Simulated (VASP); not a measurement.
Crystal: Au.

```
CELL_PARAMETERS angstrom
1.43899 -2.60606 0.00000
1.43899 2.60606 0.00000
0.00000 0.00000 4.98914
ATOMIC_POSITIONS crystal
Au 0.33467 0.66533 0.25000
Au 0.66533 0.33467 0.75000
```

Base run:

```yaml
Program: VASP 6.6.1
Functional: r2SCAN
Potentials_or_basis: VASP PAW PBE potentials, release 64 (Au)
Cutoff: 520 eV
k_mesh: 11 × 11 × 6
Occupations: fermi-dirac, width 0.05 eV
Spin: no spin polarisation
```

Its results: band gap on the k mesh zero (bands 11 and 12 overlap by 6.32 eV); pressure -7.6 GPa; largest force 0.003 eV/Å.

**Question.** The run is repeated on the same cell with these changes: functional from r2SCAN to PBE. What comes out?

**Answer.** Band gap on the k mesh zero (bands 11 and 12 overlap by 5.93 eV); pressure -4.7 GPa; largest force 0.004 eV/Å.

Caveats: the cell stands under tension; spin-orbit coupling is left out, which moves the levels of the heavy elements; the PAW data sets were made with another functional, which shifts forces and pressure a little (at least some runs).
